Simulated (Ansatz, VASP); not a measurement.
## Au: VASP beside Ansatz

POSCAR

```
Au
1.0
    1.2984051678     -2.3514583830      0.0000000000
    1.2984051678      2.3514583830      0.0000000000
    0.0000000000      0.0000000000      4.5017160412
Au
2
Direct
    0.6653279700      0.3346720300      0.2500000000
    0.3346720300      0.6653279700      0.7500000000
```

The input INCAR.step1:

```
SYSTEM = Au
PREC = Accurate ; ENCUT = 520
ISMEAR = 0 ; SIGMA = 0.15
LREAL = .False. ; LASPH = .True.
NELM = 100 ; NBANDS = 18
GGA = PE ; ALGO = Normal
EDIFF = 1E-4 ; LWAVE = .True.
LCHARG = .False.
```

Contents of INCAR.step2:

```
SYSTEM = Au
PREC = Accurate ; ENCUT = 520
EDIFF = 1E-6 ; ISMEAR = 0
SIGMA = 0.15 ; LREAL = .False.
LASPH = .True. ; NELM = 100
ALGO = Normal ; ISIF = 2
LWAVE = .False. ; LCHARG = .False.
METAGGA = R2SCAN ; LMIXTAU = .True.
NBANDS = 18 ; ISTART = 1
```

KPOINTS

```
Automatic mesh
0
Gamma
  20 20 10
  0 0 0
```

Input for Ansatz:

```yaml
crystal:
  lattice:
    - [1.2984051678, -2.351458383, 0.0]
    - [1.2984051678, 2.351458383, 0.0]
    - [0.0, 0.0, 4.5017160412]
  atoms:
    - { symbol: Au, position: [0.66532797, 0.33467203, 0.25] }
    - { symbol: Au, position: [0.33467203, 0.66532797, 0.75] }
basis:
  ecutwfc: 500
kpoints:
  mp_grid: { grid: [20, 20, 10] }
hamiltonian:
  xc: r2scan
scf:
  occupations: { method: gaussian, width: 0.15 }
output:
  forces: true
  stress: true
  eigenvalues: true
  write_density: true
  write_potential: true
  elf: true
  volumetric_format: npy
```

Change from the starting cell: strain -0.080 along x and y, -0.080 along z, atoms carried along.

Alike in both runs: task single point; functional r2SCAN; k mesh 20 × 20 × 10; occupations gaussian, width 0.15 eV; no spin polarisation.

|  | VASP | Ansatz |
| --- | --- | --- |
| version | VASP 6.6.1 | Ansatz 0.2.0 |
| potentials or method | VASP PAW PBE potentials, release 64 (Au), cutoff 520 eV | scalar-relativistic, plane waves, PAW |
| valence electrons in the cell | 22 | 38 |

```csv
,VASP,Ansatz,Ansatz less VASP
gap on the k mesh at the Fermi level (eV),none,none,-
pressure (GPa),78.2,76.6,-1.58
"traceless stress, the component that is largest in VASP (GPa)",9.47,9.35,-0.121
rms of the force components (eV/Å),0.060,0.059,-0.0014
```

VASP's potentials were made for PBE, not for r2SCAN. Atom by atom the forces differ by 0.001 eV/Å (rms over components). A gap of «none» marks a metal or a gap that the smearing closes. Both programs put the cell under a high pressure, so it lies far from rest at this level. The functional is the same, so the differences come from potentials, cutoffs and numerics. VASP's potentials hold 22 valence electrons a cell and Ansatz's 38, so a difference there can come from the potentials and not from the codes.

Spin-orbit coupling is off throughout. Noted on VASP's run: the cell as given lies far from equilibrium.
